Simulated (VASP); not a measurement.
Wanted: the native input for a VASP 6.6.1 run.

* Task: single point
* Functional: PBEsol
* Potentials or basis: VASP PAW PBE potentials, release 64 (Ta_pv)
* Cutoff: 520 eV
* k mesh: 6 × 6 × 1
* Occupations: gaussian, width 0.1 eV
* Spin: no spin polarisation
* Dipole correction: yes
* Further INCAR settings: ALGO = Normal; EDIFF = 1e-07; NBANDS = 42

The structure of Ta lies in POSCAR:

```
Ta
1.0
    4.6393552080      0.0000000000      0.0000000000
   -2.3196776040      4.0177994673      0.0000000000
    0.0000000000      0.0000000000     18.7350220813
Ta
6
Direct
    0.6666666667      0.3333333333      0.3736317988
    0.3333333333      0.6666666667      0.4241790793
    0.0000000000      0.0000000000      0.4747263598
    0.6666666667      0.3333333333      0.5221187681
    0.3333333333      0.6666666667      0.5662359689
    0.0000000000      0.0000000000      0.6108460401
```

One way to write it, as run:

INCAR

```
PREC = Accurate ; ENCUT = 520
EDIFF = 1E-7 ; ISMEAR = 0
SIGMA = 0.1 ; LREAL = F
LASPH = T ; NELM = 100
ALGO = Normal ; ISIF = 2
LWAVE = F ; LCHARG = F
LDIPOL = T ; IDIPOL = 3
DIPOL = 0.5 0.5 0.495 ; GGA = PS
NBANDS = 42
```

KPOINTS

```
regular mesh
0
Gamma
  6 6 1
```

Potentials or basis: VASP PAW PBE potentials, release 64 (Ta_pv).

Run with:

```bash
$ cat potpaw_PBE.64/Ta_pv/POTCAR > POTCAR
$ mpirun -np 1 vasp_std > vasp.out
```

Results of the run:

```yaml
Largest_force: 2.025 eV/Å
```

Caveat: the PAW data sets were made with another functional, which shifts forces and pressure a little.

It took 3.2 min on 1 thread of Intel(R) Xeon(R) Platinum 8488C (Sapphire Rapids), with other jobs on the host, peak memory 0.43 GiB.
